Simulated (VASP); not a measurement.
## Ir: single point with PBEsol

Crystal: Ir.

```xyz
1
Lattice="0.0000 1.9155 1.9155 1.9155 0.0000 1.9155 1.9155 1.9155 0.0000" Properties=species:S:1:pos:R:3 pbc="T T T"
Ir    0.0000    0.0000    0.0000
```

| Item | Value |
| --- | --- |
| Program | VASP 6.6.1 |
| Task | single point |
| Functional | PBEsol |
| Potentials or basis | VASP PAW PBE potentials, release 64 (Ir) |
| Cutoff | 520 eV |
| k mesh | 14 × 14 × 14 |
| Occupations | fermi-dirac, width 0.05 eV |
| Spin | collinear spin, ferromagnetic start |
| Starting moments | [1.0] μB |

```
Pressure                                              : 1.0 GPa
Net moment                                            : 0.00 μB per cell
Valence electrons inside the program's atomic spheres : Ir 8.41
```

Levels at points of the mesh, in eV from the Fermi level:
Spin up:
| k point | band 1 | band 2 | band 3 | band 4 | band 5 | band 6 | band 7 | band 8 | band 9 |
| --- | --- | --- | --- | --- | --- | --- | --- | --- | --- |
| (0.00, 0.00, 0.00) | -11.15 | -3.84 | -3.84 | -3.84 | -1.09 | -1.09 | 14.41 | 20.03 | 20.03 |
| (0.50, 0.00, 0.00) | -8.10 | -3.94 | -3.94 | -0.73 | 1.02 | 1.02 | 7.40 | 13.94 | 19.92 |
| (0.50, 0.50, 0.00) | -7.91 | -7.33 | 1.00 | 1.60 | 1.60 | 1.75 | 10.66 | 11.80 | 11.80 |
Spin down:
```tsv
k point	band 1	band 2	band 3	band 4	band 5	band 6	band 7	band 8
(0.00, 0.00, 0.00)	-11.15	-3.84	-3.84	-3.84	-1.09	-1.09	14.42	20.03
(0.50, 0.00, 0.00)	-8.10	-3.94	-3.94	-0.73	1.02	1.02	7.40	13.94
(0.50, 0.50, 0.00)	-7.91	-7.33	1.00	1.60	1.60	1.75	10.66	11.80
```

Wall time 23 s on 1 thread of Intel(R) Xeon(R) Platinum 8559C (Emerald Rapids), on a shared host, peak memory 0.15 GiB.

Caveat: the PAW data sets were made with another functional, which shifts forces and pressure a little; spin-orbit coupling is left out, which moves the levels of the heavy elements.
